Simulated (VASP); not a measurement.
# AlN in VASP: notebook

Runs on AlN. Level: PBE. Tasks: single point.

Program: VASP 6.6.1. These are calculated values, not measurements. Logs are shortened: lines on timing, memory, paths and dates and some standing lists are left out, and cuts for length are marked.

### 1 The cell of the first run

Symmetry: P6_3mc, No. 186, hexagonal system. The conventional cell has a = 3.313 Å, b = 3.313 Å, c = 4.188 Å, α = 90.00°, β = 90.00°, γ = 120.00°. Within 2.5 Å of Al (site symmetry 3m) lie 5 N at 1.92 to 2.19 Å. Within 2.5 Å of N (site symmetry 3m) lie 5 Al at 1.92 to 2.19 Å.

### 2 Single point, PBE (mode 4 frozen in at -0.062 Å and mode 10 at +0.000 Å (largest displacements))

Contents of INCAR:

```
SYSTEM = AlN
PREC = Accurate ; ENCUT = 520
EDIFF = 1E-7 ; ISMEAR = 0
SIGMA = 0.05 ; LREAL = .FALSE.
LASPH = .TRUE. ; NELM = 60
ALGO = Normal ; ISIF = 2
LWAVE = .FALSE. ; LCHARG = .FALSE.
GGA = PE ; NBANDS = 16
```

Contents of KPOINTS:

```
regular mesh
0
G
  9 9 6
  0 0 0
```

Contents of POSCAR:

```
AlN
1.0
    3.3134793407      0.0000000000      0.0000000000
   -1.6567396703      2.8695572839      0.0000000000
    0.0000000000      0.0000000000      4.1875902417
Al N
2 2
Direct
    0.3333333333      0.6666666667      0.7576365105
    0.6666666667      0.3333333333      0.2576365105
    0.3333333333      0.6666666667      0.2352898692
    0.6666666667      0.3333333333      0.7352898692
```

Potentials or basis: VASP PAW PBE potentials, release 64 (Al, N).

Run with:

```console
$ cat potpaw_PBE.64/Al/POTCAR potpaw_PBE.64/N/POTCAR > POTCAR
$ mpirun -np 1 vasp_std > vasp.out
```

OUTCAR:

```text
SYSTEM = AlN
   PREC = Accurate
   ENCUT = 520
   EDIFF = 1E-7
   ISMEAR = 0
   LREAL = .FALSE.
   LASPH = .TRUE.
   NELM = 60
   ISIF = 2
   GGA = PE

 ion  position               nearest neighbor table
   1  0.333  0.667  0.758-   4 1.92   4 1.92   4 1.92   3 2.00   3 2.19   2 2.84   2 2.84   2 2.84
                             2 2.84   2 2.84   2 2.84
   2  0.667  0.333  0.258-   3 1.92   3 1.92   3 1.92   4 2.00   4 2.19   1 2.84   1 2.84   1 2.84
                             1 2.84   1 2.84   1 2.84
   3  0.333  0.667  0.235-   2 1.92   2 1.92   2 1.92   1 2.00   1 2.19
   4  0.667  0.333  0.735-   1 1.92   1 1.92   1 1.92   2 2.00   2 2.19

  LATTYP: Found a hexagonal cell.
 ALAT       =     3.3134793407
 C/A-ratio  =     1.2638045423

  Lattice vectors:

 A1 = (   3.3134793407,   0.0000000000,   0.0000000000)
 A2 = (  -1.6567396703,   2.8695572839,   0.0000000000)
 A3 = (   0.0000000000,   0.0000000000,   4.1875902417)

Analysis of symmetry for initial positions (statically):
=====================================================================
 Subroutine PRICEL returns:
 Original cell was already a primitive cell.

 Routine SETGRP: Setting up the symmetry group for a
 hexagonal supercell.

 Subroutine GETGRP returns: Found 12 space group operations
 (whereof  6 operations were pure point group operations)
 out of a pool of 24 trial point group operations.

The static configuration has the point symmetry C_3v.
 The point group associated with its full space group is C_6v.

Analysis of symmetry for dynamics (positions and initial velocities):
=====================================================================
 Subroutine PRICEL returns:
 Original cell was already a primitive cell.

 Routine SETGRP: Setting up the symmetry group for a
 hexagonal supercell.

 Subroutine GETGRP returns: Found 12 space group operations
 (whereof  6 operations were pure point group operations)
 out of a pool of 24 trial point group operations.

The dynamic configuration has the point symmetry C_3v.
 The point group associated with its full space group is C_6v.

 Subroutine INISYM returns: Found 12 space group operations
 (whereof  6 operations are pure point group operations),
 and found     1 'primitive' translations

----------------------------------------------------------------------------------------

                                     Primitive cell

  volume of cell :      39.8165

[... 90 lines left out ...]
   ENCUT  =  520.0 eV  38.22 Ry    6.18 a.u.   6.16  6.16  7.79*2*pi/ulx,y,z
   NELM   =     60;   NELMIN=  2; NELMDL= -5     # of ELM steps
   EDIFF  = 0.1E-06   stopping-criterion for ELM
   LREAL  =      F    real-space projection
   EDIFFG = 0.1E-05   stopping-criterion for IOM
   NSW    =      0    number of steps for IOM
   IBRION =     -1    ionic relax: 0-MD 1-quasi-New 2-CG
   NFREE  =      0    steps in history (QN), initial steepest desc. (CG)
   ISIF   =      2    stress and relaxation
   ISYM   =      2    0-nonsym 1-usesym 2-fastsym
   POTIM  = 0.5000    time-step for ionic-motion
   TEBEG  =    0.0;   TEEND  =   0.0 temperature during run
   PSTRESS=    0.0 pullay stress
   NELECT =      16.0000    total number of electrons
   NUPDOWN=      -1.0000    fix difference up-down
   EMIN   =  10.00;   EMAX   =-10.00  energy-range for DOS
   EFERMI =   0.00;   METHOD = LEGACY
   ISMEAR =     0;   SIGMA  =   0.05  broadening in eV -4-tet -1-fermi 0-gaus
   EFERMI_NEDOS =   21; number of points for ismear=-14 and -15
   IALGO  =     38    algorithm
   IMIX   =      4    mixing-type and parameters
     AMIX     =   0.40;   BMIX     =  1.00
     AMIX_MAG =   1.60;   BMIX_MAG =  1.00
  volume/ion in A,a.u.               =       9.95        67.17
  Fermi-wavevector in a.u.,A,eV,Ry     =   1.208074  2.282930 19.856940  1.459444
  Thomas-Fermi vector in A             =   2.343693
   LORBIT       =      0    0 simple, 1 ext, 2 COOP (PROOUT), +10 PAW based schemes
   GGA     = PE    functional components
   LHFCALC =     F    Hartree Fock is set to
   AEXX    =    0.0000 exact exchange contribution
   IVDW    =     0    specifies the selected vdW correction
   LEPSILON=     F    determine dielectric tensor
   LRPA    =     F    only Hartree local field effects (RPA)
 non-spin polarized calculation
 Gauss-broadening in eV      SIGMA  =   0.05
  energy-cutoff  :      520.00
  volume of cell :       39.82
 maximum number of plane-waves:      1090
 NGX is ok and might be reduce to    28
   NGX = 13   NGY = 13   NGZ = 15

 number of electron      15.9999999 magnetization

 Free energy of the ion-electron system (eV)
  ---------------------------------------------------
  ext. energy  EPLUGINS =         0.00000000
  ---------------------------------------------------
  free energy    TOTEN  =       -29.30507360 eV

  energy without entropy =      -29.30507360  energy(sigma->0) =      -29.30507360

 E-fermi :   8.1184     XC(G=0): -11.1543

 val. band max:        7.8893665954   @ k =   0.0000   0.0000   0.0000
 cond. band min:      11.1925504488   @ k =   0.0000   0.0000   0.0000
 fundamental gap:      3.3031838534
 Fermi energy:         8.1184443851

 k-point     1 :       0.0000    0.0000    0.0000
  band No.  band energies     occupation
      1      -8.8417      2.00000
      2      -5.2348      2.00000
      3       1.0903      2.00000
      4       4.6767      2.00000
      5       4.6767      2.00000
      6       6.3341      2.00000
[... 433 lines left out ...]
      3       1.4376      2.00000
      4       2.3807      2.00000
      5       2.3807      2.00000
      6       4.9257      2.00000
[... 8 lines left out ...]
     15      19.1968      0.00000
     16      20.9796      0.00000

 [... further k-points ...]
[... 5 lines left out ...]
  --------------------------------------------------------------------------------------
  -------------------------------------------------------------------------------------
  Total       -0.1870920     -0.1870920      0.7861671     -0.0000000      0.0000000      0.0000000
  in kB       -7.5283962     -7.5283962     31.6345829     -0.0000000      0.0000000      0.0000000
  external PRESSURE =       5.5259302 kB  Pullay stress =       0.0000000 kB

 VOLUME and BASIS-vectors are now :
 -----------------------------------------------------------------------------
  energy-cutoff  :      520.00
  volume of cell :       39.82
      direct lattice vectors                 reciprocal lattice vectors
     3.313479341  0.000000000  0.000000000     0.301797566  0.174242906  0.000000000
    -1.656739670  2.869557284  0.000000000     0.000000000  0.348485812  0.000000000
     0.000000000  0.000000000  4.187590242     0.000000000  0.000000000  0.238800824

 POSITION                                       TOTAL-FORCE (eV/Angst)
 -----------------------------------------------------------------------------------
     -0.00000      1.91304      3.17267         0.000000     -0.000000     -0.168727
      1.65674      0.95652      1.07888        -0.000000      0.000000     -0.168727
     -0.00000      1.91304      0.98530        -0.000000      0.000000      0.168727
      1.65674      0.95652      3.07909         0.000000     -0.000000      0.168727
 -----------------------------------------------------------------------------------
    total drift:                               -0.000000      0.000000     -0.000247

  FREE ENERGIE OF THE ION-ELECTRON SYSTEM (eV)
  ---------------------------------------------------
  free  energy   TOTEN  =       -29.3050735952 eV

  energy  without entropy=      -29.3050735952  energy(sigma->0) =      -29.30507360
```

OSZICAR:

```text
N       E                     dE             d eps       ncg     rms          rms(c)
DAV:   1     0.438109950140E+02    0.43811E+02   -0.74141E+03  1536   0.905E+02
DAV:   2    -0.302829258814E+02   -0.74094E+02   -0.66985E+02  2240   0.187E+02
DAV:   3    -0.338053156073E+02   -0.35224E+01   -0.35079E+01  1856   0.425E+01
DAV:   4    -0.338260926013E+02   -0.20777E-01   -0.20775E-01  1888   0.368E+00
DAV:   5    -0.338263624989E+02   -0.26990E-03   -0.26990E-03  1824   0.423E-01    0.117E+01
DAV:   6    -0.293229006331E+02    0.45035E+01   -0.91773E+00  1968   0.227E+01    0.390E+00
DAV:   7    -0.293252379482E+02   -0.23373E-02   -0.70852E-01  1744   0.591E+00    0.286E+00
DAV:   8    -0.293130387058E+02    0.12199E-01   -0.87190E-02  1624   0.256E+00    0.875E-01
DAV:   9    -0.293045856662E+02    0.84530E-02   -0.17423E-02  1944   0.106E+00    0.281E-01
DAV:  10    -0.293051732903E+02   -0.58762E-03   -0.31535E-03  1736   0.368E-01    0.158E-01
DAV:  11    -0.293050706468E+02    0.10264E-03   -0.22392E-04  1784   0.120E-01    0.404E-02
DAV:  12    -0.293050742272E+02   -0.35804E-05   -0.13991E-05  1728   0.299E-02    0.119E-02
DAV:  13    -0.293050735650E+02    0.66223E-06   -0.64770E-06  1816   0.194E-02    0.310E-03
DAV:  14    -0.293050735952E+02   -0.30218E-07   -0.43147E-07  1768   0.585E-03
   1 F= -.29305074E+02 E0= -.29305074E+02  d E =-.444257E-13
```

Run time: 16 s. Hardware: 1 thread of Intel Xeon 6975P-C (Granite Rapids), shared host; peak memory 0.16 GiB.

What came out:

```
Free energy            : -29.3051 eV
Pressure               : 0.6 GPa
Largest force          : 0.169 eV/Å
Band gap on the k mesh : 3.30 eV, direct
```

Forces on the atoms (eV/Å):
```
Al   0.000  0.000 -0.169
Al   0.000  0.000 -0.169
N    0.000  0.000  0.169
N    0.000  0.000  0.169
```

Stress tensor (GPa, compression positive):
```
-0.75  0.00  0.00
 0.00 -0.75  0.00
 0.00  0.00  3.16
```

Caveat: the cell differs from its parent crystal (mode 4 frozen in at -0.062 Å and mode 10 at +0.000 Å (largest displacements)).

(Part 1 of 2 ends here.)
